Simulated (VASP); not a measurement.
# H22CO11 in VASP: a series of runs

H22CO11 is run at these levels: PBE+D3(BJ); tasks: single point.

Program: VASP 6.6.1. These are calculated values, not measurements. Logs are shortened: lines on timing, memory, paths and dates and some standing lists are left out, and cuts for length are marked.

## Step 1: The cell of the first run

The cell holds a disordered packing, 34 atoms: a = 7.771 Å, b = 7.771 Å, c = 7.771 Å, α = 90.00°, β = 90.00°, γ = 90.00°.

## Step 2: Single point, PBE+D3(BJ)

File INCAR:

```
SYSTEM = H22CO11
PREC     = Accurate       ! precision mode
ENCUT    = 520            ! plane-wave cutoff, eV
EDIFF    = 1E-7           ! SCF threshold, eV
ISMEAR   = -1             ! smearing method
SIGMA    = 0.05           ! smearing width, eV
LREAL    = Auto         
LASPH    = .TRUE.         ! aspherical terms in the spheres
NELM     = 100            ! most SCF steps
ALGO     = Normal         ! electronic algorithm
ISIF     = 2              ! what is computed and relaxed
LWAVE    = .FALSE.        ! write WAVECAR
LCHARG   = .TRUE.         ! write CHGCAR
GGA      = PE             ! functional
IVDW     = 12             ! dispersion correction
LELF     = .TRUE.         ! ELF
LVHAR    = .TRUE.       
NBANDS   = 69             ! bands
```

File KPOINTS:

```
regular mesh
0
G
  1 1 1
  0 0 0
```

File POSCAR:

```
H22CO11
1.0
    7.7711180000      0.0000000000      0.0000000000
    0.0000000000      7.7711180000      0.0000000000
    0.0000000000      0.0000000000      7.7711180000
O H C
11 22 1
Direct
    0.9130346496      0.9280775302      0.0853159095
    0.3438501384      0.7853438849      0.7913919207
    0.6817809226      0.5657358439      0.4009976428
    0.0526693843      0.4301826327      0.9759084858
    0.6095519332      0.8969623161      0.5695834242
    0.5366795357      0.4163364911      0.1144108222
    0.6139142399      0.5559303050      0.7357499912
    0.3192976866      0.2276635099      0.5866080016
    0.8983520775      0.8183893231      0.7538812305
    0.2164939459      0.1053645048      0.0473548336
    0.1160450787      0.5784753236      0.5016009279
    0.8107327672      1.0004609375      0.0772347042
    0.9043486407      0.8688325155     -0.0267014347
    0.3095822248      0.7080834444      0.7033608292
    0.4509389769      0.7303067590      0.8070010004
    0.6520426018      0.6822313083      0.4203770937
    0.5963491997      0.5405785886      0.3116539988
   -0.0391192104      0.4118969754      0.8957012363
    0.1112066501      0.3208161297      0.9680074347
    0.6390843634      1.0011043456      0.5073529961
    0.4990144275      0.9132791446      0.6310932352
    0.4496135562      0.3221158140      0.1215140473
    0.5396263446      0.4474259688     -0.0102687927
    0.7221354765      0.6073900821      0.7602895748
    0.6282365034      0.4959132006      0.6286482846
    0.3910762904      0.3290388848      0.6337183401
    0.2311765180      0.2951570160      0.5282637582
    0.8133578721      0.8625142483      0.6702896546
    0.9909127618      0.7602509703      0.6964634947
    0.2175748715      0.0532098470     -0.0596567958
    0.1239589979      0.0548441035      0.1050041963
    0.0804646127      0.7736724626      0.3279708274
    0.1115412223      0.5607687337      0.2353200659
    0.0885329498      0.6319039294      0.3577863571
```

Potentials or basis: VASP PAW PBE potentials, release 64 (O, H, C).

Command:

```bash
$ cat potpaw_PBE.64/O/POTCAR potpaw_PBE.64/H/POTCAR potpaw_PBE.64/C/POTCAR > POTCAR
$ mpirun -np 1 vasp_gam > vasp.out
```

OUTCAR:

```text
SYSTEM = H22CO11
   PREC = Accurate
   ENCUT = 520
   EDIFF = 1E-7
   ISMEAR = -1
   LREAL = Auto
   LASPH = .TRUE.
   NELM = 100
   ISIF = 2
   GGA = PE
   IVDW = 12
 IVDW          = 12

 ion  position               nearest neighbor table
   1  0.913  0.928  0.085-  12 0.98  13 0.99
   2  0.344  0.785  0.791-  15 0.94  14 0.95
   3  0.682  0.566  0.401-  16 0.95  17 0.98
   4  0.053  0.430  0.976-  18 0.96  19 0.97
   5  0.610  0.897  0.570-  20 0.97  21 0.99
   6  0.537  0.416  0.114-  22 1.00  23 1.00
   7  0.614  0.556  0.736-  24 0.95  25 0.96
   8  0.319  0.228  0.587-  27 0.97  26 1.03
   9  0.898  0.818  0.754-  29 0.96  28 0.99
  10  0.216  0.105  0.047-  30 0.93  31 0.93
  11  0.116  0.578  0.502-  34 1.21
  12  0.811  0.000  0.077-   1 0.98
  13  0.904  0.869  0.973-   1 0.99
  14  0.310  0.708  0.703-   2 0.95
  15  0.451  0.730  0.807-   2 0.94
  16  0.652  0.682  0.420-   3 0.95
[... 15 lines left out ...]
  32  0.080  0.774  0.328-  34 1.13
  33  0.112  0.561  0.235-  34 1.12
  34  0.089  0.632  0.358-  33 1.12  32 1.13  11 1.21

  LATTYP: Found a simple cubic cell.
 ALAT       =     7.7711180000

  Lattice vectors:

 A1 = (   7.7711180000,   0.0000000000,   0.0000000000)
 A2 = (   0.0000000000,   7.7711180000,   0.0000000000)
 A3 = (   0.0000000000,   0.0000000000,   7.7711180000)

Analysis of symmetry for initial positions (statically):
=====================================================================
 Subroutine PRICEL returns:
 Original cell was already a primitive cell.

 Routine SETGRP: Setting up the symmetry group for a
 simple cubic supercell.

 Subroutine GETGRP returns: Found  1 space group operations
 (whereof  1 operations were pure point group operations)
 out of a pool of 48 trial point group operations.

The static configuration has the point symmetry C_1 .

Analysis of symmetry for dynamics (positions and initial velocities):
=====================================================================
 Subroutine PRICEL returns:
 Original cell was already a primitive cell.

 Routine SETGRP: Setting up the symmetry group for a
 simple cubic supercell.

 Subroutine GETGRP returns: Found  1 space group operations
 (whereof  1 operations were pure point group operations)
 out of a pool of 48 trial point group operations.

The dynamic configuration has the point symmetry C_1 .

 Subroutine INISYM returns: Found  1 space group operations
 (whereof  1 operations are pure point group operations),
 and found     1 'primitive' translations

----------------------------------------------------------------------------------------

                                     Primitive cell

  volume of cell :     469.3000

  direct lattice vectors                    reciprocal lattice vectors
     7.771118000  0.000000000  0.000000000     0.128681613  0.000000000  0.000000000
     0.000000000  7.771118000  0.000000000     0.000000000  0.128681613  0.000000000
     0.000000000  0.000000000  7.771118000     0.000000000  0.000000000  0.128681613

  length of vectors
     7.771118000  7.771118000  7.771118000     0.128681613  0.128681613  0.128681613

  position of ions in fractional coordinates (direct lattice)
     0.913034650  0.928077530  0.085315909
     0.343850138  0.785343885  0.791391921
     0.681780923  0.565735844  0.400997643
     0.052669384  0.430182633  0.975908486
     0.609551933  0.896962316  0.569583424
     0.536679536  0.416336491  0.114410822
[... 26 lines left out ...]
     0.111541222  0.560768734  0.235320066
     0.088532950  0.631903929  0.357786357

  ion indices of the primitive-cell ions
   primitive index   ion index
                 1           1
                 2           2
                 3           3
                 4           4
                 5           5
                 6           6
[... 26 lines left out ...]
                33          33
                34          34

----------------------------------------------------------------------------------------

 KPOINTS: regular mesh

Automatic generation of k-mesh.
 Grid dimensions read from file:
 generate k-points for:    1    1    1

 Generating k-lattice:

  Cartesian coordinates                     Fractional coordinates (reciprocal lattice)
     0.128681613  0.000000000  0.000000000     1.000000000  0.000000000  0.000000000
     0.000000000  0.128681613  0.000000000     0.000000000  1.000000000  0.000000000
     0.000000000  0.000000000  0.128681613     0.000000000  0.000000000  1.000000000

  Length of vectors
     0.128681613  0.128681613  0.128681613

  Shift w.r.t. Gamma in fractional coordinates (k-lattice)
     0.000000000  0.000000000  0.000000000

 Subroutine IBZKPT returns following result:
 ===========================================

 Found      1 irreducible k-points:

 Following reciprocal coordinates:
            Coordinates               Weight
  0.000000  0.000000  0.000000      1.000000
   k-points           NKPTS =      1   k-points in BZ     NKDIM =      1   number of bands    NBANDS=     69
   number of dos      NEDOS =    301   number of ions     NIONS =     34
   total plane-waves  NPLWV = 216000
   dimension x,y,z NGX =    60 NGY =   60 NGZ =   60
   dimension x,y,z NGXF=   120 NGYF=  120 NGZF=  120
   ions per type =              11  22   1
   NGX,Y,Z   is equivalent  to a cutoff of  12.84, 12.84, 12.84 a.u.
   NGXF,Y,Z  is equivalent  to a cutoff of  25.67, 25.67, 25.67 a.u.
 SYSTEM =  H22CO11
   PREC   = accura    normal or accurate (medium, high low for compatibility)
   ISTART =      0    job   : 0-new  1-cont  2-samecut
   ICHARG =      2    charge: 1-file 2-atom 10-const
   ISPIN  =      1    spin polarized calculation?
   LNONCOLLINEAR =      F non collinear calculations
   LSORBIT =      F    spin-orbit coupling
   LASPH  =      T    aspherical Exc in radial PAW
   ENCUT  =  520.0 eV  38.22 Ry    6.18 a.u.  14.45 14.45 14.45*2*pi/ulx,y,z
   NELM   =    100;   NELMIN=  2; NELMDL= -5     # of ELM steps
   EDIFF  = 0.1E-06   stopping-criterion for ELM
   LREAL  =      T    real-space projection
   EDIFFG = 0.1E-05   stopping-criterion for IOM
   NSW    =      0    number of steps for IOM
   IBRION =     -1    ionic relax: 0-MD 1-quasi-New 2-CG
   NFREE  =      0    steps in history (QN), initial steepest desc. (CG)
   ISIF   =      2    stress and relaxation
   ISYM   =      2    0-nonsym 1-usesym 2-fastsym
   POTIM  = 0.5000    time-step for ionic-motion
   TEBEG  =    0.0;   TEEND  =   0.0 temperature during run
   PSTRESS=    0.0 pullay stress
   NELECT =      92.0000    total number of electrons
   NUPDOWN=      -1.0000    fix difference up-down
   EMIN   =  10.00;   EMAX   =-10.00  energy-range for DOS
   EFERMI =   0.00;   METHOD = LEGACY
   ISMEAR =    -1;   SIGMA  =   0.05  broadening in eV -4-tet -1-fermi 0-gaus
   EFERMI_NEDOS =   21; number of points for ismear=-14 and -15
   IALGO  =     38    algorithm
   IMIX   =      4    mixing-type and parameters
     AMIX     =   0.40;   BMIX     =  1.00
     AMIX_MAG =   1.60;   BMIX_MAG =  1.00
  volume/ion in A,a.u.               =      13.80        93.15
  Fermi-wavevector in a.u.,A,eV,Ry     =   0.951015  1.797157 12.305505  0.904429
  Thomas-Fermi vector in A             =   2.079445
   LORBIT       =      0    0 simple, 1 ext, 2 COOP (PROOUT), +10 PAW based schemes
   GGA     = PE    functional components
   LHFCALC =     F    Hartree Fock is set to
   AEXX    =    0.0000 exact exchange contribution
   IVDW    =    12    specifies the selected vdW correction
   LEPSILON=     F    determine dielectric tensor
   LRPA    =     F    only Hartree local field effects (RPA)
 non-spin polarized calculation
  energy-cutoff  :      520.00
  volume of cell :      469.30
 maximum number of plane-waves:      6279
 NGX is ok and might be reduce to    60
   NGX = 29   NGY = 29   NGZ = 29

 number of electron      91.9999993 magnetization

 Free energy of the ion-electron system (eV)
  ---------------------------------------------------
  ext. energy  EPLUGINS =         0.00000000
  ---------------------------------------------------
  free energy    TOTEN  =      -166.90283570 eV

  energy without entropy =     -166.90283570  energy(sigma->0) =     -166.90283570

 E-fermi :  -2.6747     XC(G=0):  -5.7211

 val. band max:       -3.9219577518   @ k =   0.0000   0.0000   0.0000
 cond. band min:      -0.3303329943   @ k =   0.0000   0.0000   0.0000
 fundamental gap:      3.5916247575
 Fermi energy:        -2.6746697254

 k-point     1 :       0.0000    0.0000    0.0000
  band No.  band energies     occupation
      1     -24.5881      2.00000
      2     -23.7395      2.00000
      3     -23.4053      2.00000
      4     -23.3138      2.00000
      5     -23.1845      2.00000
      6     -23.0713      2.00000
[... 50 lines left out ...]
     57       4.3701      0.00000
     58       4.5926      0.00000
 [bands above 58 left out]

------------------------ aborting loop because EDIFF is reached ----------------------------------------

 Edisp (eV)   -0.88684

 E8    (eV) :    -0.1838

  FORCE on cell =-STRESS in cart. coord.  units (eV):
  Direction    XX          YY          ZZ          XY          YZ          ZX
  --------------------------------------------------------------------------------------
  -------------------------------------------------------------------------------------
  Total       2.92062     1.71810     4.48044    -1.85242     1.73355     0.69069
  in kB       9.97092     5.86554    15.29609    -6.32411     5.91830     2.35798
  external pressure =       10.38 kB  Pullay stress =        0.00 kB

 VOLUME and BASIS-vectors are now :
 -----------------------------------------------------------------------------
  energy-cutoff  :      520.00
  volume of cell :      469.30
      direct lattice vectors                 reciprocal lattice vectors
     7.771118000  0.000000000  0.000000000     0.128681613  0.000000000  0.000000000
     0.000000000  7.771118000  0.000000000     0.000000000  0.128681613  0.000000000
     0.000000000  0.000000000  7.771118000     0.000000000  0.000000000  0.128681613

 POSITION                                       TOTAL-FORCE (eV/Angst)
 -----------------------------------------------------------------------------------
      7.09530      7.21220      0.66300        -0.647918      0.114069      0.099769
      2.67210      6.10300      6.15000        -0.838799      1.496516      0.191472
      5.29820      4.39640      3.11620        -0.117038     -1.158141     -0.515776
      0.40930      3.34300      7.58390         0.070294      0.559780      0.072366
      4.73690      6.97040      4.42630         0.292497      0.088205     -0.210112
      4.17060      3.23540      0.88910        -0.829363     -0.704085     -0.861777
[... 26 lines left out ...]
      0.86680      4.35780      1.82870        -0.599091     -0.643642      0.339077
      0.68800      4.91060      2.78040         1.466668      1.532300     -1.926136
 -----------------------------------------------------------------------------------
    total drift:                                0.006152      0.000049     -0.011634

  FREE ENERGIE OF THE ION-ELECTRON SYSTEM (eV)
  ---------------------------------------------------
  free  energy   TOTEN  =      -167.7896776608 eV

  energy  without entropy=     -167.7896776608  energy(sigma->0) =     -167.78967766
```

Run time: 46 s. Hardware: 1 thread of Intel Xeon 6975P-C (Granite Rapids), shared host; peak memory 0.47 GiB.

Results:

| Property | Result |
| --- | --- |
| Free energy | -167.7897 eV |
| Pressure | 1.0 GPa |
| Largest force | 3.630 eV/Å |
| Band gap on the k mesh | 3.59 eV |
| Dispersion energy per atom | -0.026 eV |

Forces in eV/Å, atoms in the order of the input:
```
O   -0.648  0.114  0.100
O   -0.839  1.497  0.191
O   -0.117 -1.158 -0.516
O    0.070  0.560  0.072
O    0.292  0.088 -0.210
O   -0.829 -0.704 -0.862
O   -1.480 -0.730  1.598
O    1.414  1.993  0.829
O   -0.590  0.122  0.527
O    2.178  2.644  1.199
O   -0.204 -0.686  1.184
H    0.145  0.149  0.368
H    0.429 -0.164 -0.220
H   -1.409 -0.714 -1.234
H    2.051 -0.723  0.936
H   -0.043  1.835  0.877
H    0.334 -0.849 -0.556
H   -0.764  0.240 -0.426
H    0.714 -0.791  0.447
H   -0.483  0.238 -0.015
H    0.160  0.080 -0.115
H    0.559  0.721 -0.126
H    0.038 -0.133  0.836
H    1.313  0.760  0.181
H    0.303  0.008 -1.262
H   -1.083 -1.890 -0.580
H   -0.337 -0.047 -0.157
H   -0.048 -0.245  0.074
H    0.543 -0.344 -0.544
H    0.237 -1.409 -2.517
H   -2.095 -1.128  1.036
H   -0.680 -0.223  0.470
H   -0.599 -0.644  0.339
C    1.467  1.532 -1.926
```

Stress tensor (GPa, compression positive):
```
 1.00 -0.63  0.24
-0.63  0.59  0.59
 0.24  0.59  1.53
```

Caveat: the k points lie up to 0.81 Å⁻¹ apart.

## Step 3: Single point, PBE+D3(BJ)

File INCAR:

```
SYSTEM = H22CO11
ALGO     = Normal         ! electronic algorithm
EDIFF    = 1E-7           ! SCF threshold, eV
ENCUT    = 520            ! plane-wave cutoff, eV
GGA      = PE             ! functional
ISIF     = 2              ! what is computed and relaxed
ISMEAR   = -1             ! smearing method
IVDW     = 12             ! dispersion correction
LASPH    = .TRUE.         ! aspherical terms in the spheres
LCHARG   = .FALSE.        ! write CHGCAR
LREAL    = Auto         
LWAVE    = .FALSE.        ! write WAVECAR
NBANDS   = 69             ! bands
NELM     = 80             ! most SCF steps
PREC     = Accurate       ! precision mode
SIGMA    = 0.05           ! smearing width, eV
```

File KPOINTS:

```
k-points
0
G
  1 1 1
  0 0 0
```

File POSCAR:

```
H22CO11
1.0
    7.7711180000      0.0000000000      0.0000000000
    0.0000000000      7.7711180000      0.0000000000
    0.0000000000      0.0000000000      7.7711180000
O H C
11 22 1
Direct
    0.9190569491      0.9058670837      0.0877865965
    0.3424475088      0.7573298977      0.8008628874
    0.6584766825      0.6064893108      0.3950139478
   -0.0399556409      0.3974975029      0.9348204467
    0.6008015835      0.9407398009      0.4933267002
    0.4764308044      0.3677077095      0.1722660755
    0.6210560694      0.5500238190      0.7993058399
    0.3035213209      0.2770129086      0.5487498710
    0.9130346496      0.7434837561      0.7505097722
    0.2036000483      0.1462723896      0.0362110059
    0.0649327420      0.5466137562      0.4732652367
    0.8407284512      0.8417064314      0.1594622550
    0.9547918330      0.8176815743     -0.0058035408
    0.3190789279      0.6886010481      0.8986737816
    0.4692632386      0.7212218371      0.8079661125
    0.6057300893      0.7075687179      0.4227190991
    0.5890014796      0.5066066427      0.3436699842
    0.0194823962      0.4503341733      0.8379875328
    0.0322990849      0.2916697443      0.9608913415
    0.5468196468      1.0332747489      0.4335669591
    0.4938285585      0.9216563177      0.5665208018
    0.3555987697      0.4082424176      0.1812609202
    0.5103898821      0.4396664676      0.0799241499
    0.7173742568      0.4928248419      0.8602623200
    0.6219954452      0.5082795037      0.6809058877
    0.3557017150      0.2447910326      0.6659530842
    0.2457818811      0.3903299371      0.5851410312
    0.9177701329      0.8560029586      0.6896948418
    0.9846974399      0.6922556060      0.6603039614
    0.3112550858      0.1677236145      0.0793064782
    0.1569529635      0.0553845663      0.1230968311
    0.0545610040      0.7278618083      0.3068155702
   -0.0027923910      0.4937770859      0.2290404032
    0.0459908085      0.5897735693      0.3236985978
```

Potentials or basis: VASP PAW PBE potentials, release 64 (O, H, C).

Command:

```bash
$ cat potpaw_PBE.64/O/POTCAR potpaw_PBE.64/H/POTCAR potpaw_PBE.64/C/POTCAR > POTCAR
$ mpirun -np 1 vasp_gam > vasp.out
```

Run time: 54 s. Hardware: 1 thread of Intel Xeon 6975P-C (Granite Rapids), shared host; peak memory 0.51 GiB.

It converged, with:

- Free energy: -166.3472 eV
- Pressure: -0.5 GPa
- Largest force: 5.757 eV/Å
- Band gap on the k mesh: 3.17 eV
- Dispersion energy per atom: -0.026 eV

Forces in eV/Å, atoms in the order of the input:
```
O    1.113 -1.155 -1.491
O    2.246  0.126 -0.579
O    1.921 -5.236 -1.426
O    0.632 -0.803  0.118
O   -1.982 -0.701  1.609
O   -1.538 -0.097  1.001
O   -0.156 -0.779  0.786
O    0.194  1.258  2.879
O    0.785  1.385 -1.131
O   -3.915 -2.457  0.678
O    0.488 -0.806  1.056
H   -0.427 -0.203  0.298
H   -0.768  1.473  1.048
H   -1.430 -0.639  1.287
H   -0.841  0.555 -0.864
H   -2.218  3.126  0.588
H    0.431  1.956  0.670
H   -0.120  0.062  0.021
H   -0.594  0.840 -0.098
H    0.207  1.318 -1.290
H    1.547 -0.446 -0.143
H    0.494 -0.588  0.499
H    1.101  0.702 -1.545
H   -0.079  0.325 -0.543
H    0.243  0.131 -0.079
H   -0.700  0.213 -1.885
H    0.605 -1.638 -1.023
H   -0.706 -0.013  1.080
H    0.289 -1.154  0.162
H    3.436  0.910  1.048
H    0.240  1.528 -1.913
H    0.160  0.670 -1.270
H    0.438  0.406 -0.396
C   -1.094 -0.270  0.851
```

Stress tensor (GPa, compression positive):
```
-0.35  0.03 -0.15
 0.03 -0.35 -0.68
-0.15 -0.68 -0.88
```

Levels at points of the mesh, in eV from the valence-band top:
| k point | band 44 | band 45 | band 46 | band 47 | band 48 | band 49 |
| --- | --- | --- | --- | --- | --- | --- |
| (0.00, 0.00, 0.00) | -0.53 | -0.37 | 0.00 | 3.17 | 3.86 | 5.97 |

Caveat: the k points lie up to 0.81 Å⁻¹ apart.

(Part 1 of 2 ends here.)
